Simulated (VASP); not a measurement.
Wanted: the native input for a VASP 6.6.1 run.

| Property | Result |
| --- | --- |
| Task | single point |
| Functional | PBE |
| Potentials or basis | VASP PAW PBE potentials, release 64 (Li_sv, Au) |
| Cutoff | 520 eV |
| k mesh | 20 × 20 × 20 |
| Occupations | gaussian, width 0.1 eV |
| Spin | no spin polarisation |
| Dipole correction | no |
| Further INCAR settings | ALGO = Fast; EDIFF = 1e-06; NBANDS = 16 |

The structure of Li2Au lies in POSCAR:

```
Li2Au
1.0
   -1.6663863201      1.6663863201      4.2520481086
    1.6663863201     -1.6663863201      4.2520481086
    1.6663863201      1.6663863201     -4.2520481086
Li Au
2 1
Direct
    0.3432212121      0.3432212121      0.0000000000
    0.6567787879      0.6567787879      0.0000000000
    0.0000000000      0.0000000000      0.0000000000
```

These files were run (other wordings do the same):

INCAR

```
  PREC = Accurate
  ENCUT = 520
  EDIFF = 1E-6
  ISMEAR = 0
  SIGMA = 0.1
  LREAL = F
  LASPH = T
  NELM = 80
  ALGO = Fast
  ISIF = 2
  LWAVE = F
  LCHARG = T
  GGA = PE
  LELF = T
  LVHAR = T
  NBANDS = 16
```

KPOINTS

```
regular mesh
0
Gamma
  20 20 20
```

Potentials or basis: VASP PAW PBE potentials, release 64 (Li_sv, Au).

The run is started by

```bash
$ cat potpaw_PBE.64/Li_sv/POTCAR potpaw_PBE.64/Au/POTCAR > POTCAR
$ mpirun -np 1 vasp_std > vasp.out
```

It gave:

```
Largest force          : 0.003 eV/Å
Band gap on the k mesh : zero (an odd number of electrons rules out a gap without spin polarisation)
```

Caveat: spin-orbit coupling is left out, which moves the levels of the heavy elements.

It took 31 min on 1 thread of Oxide Virtual Turin-like Processor (shared host), peak memory 0.54 GiB.
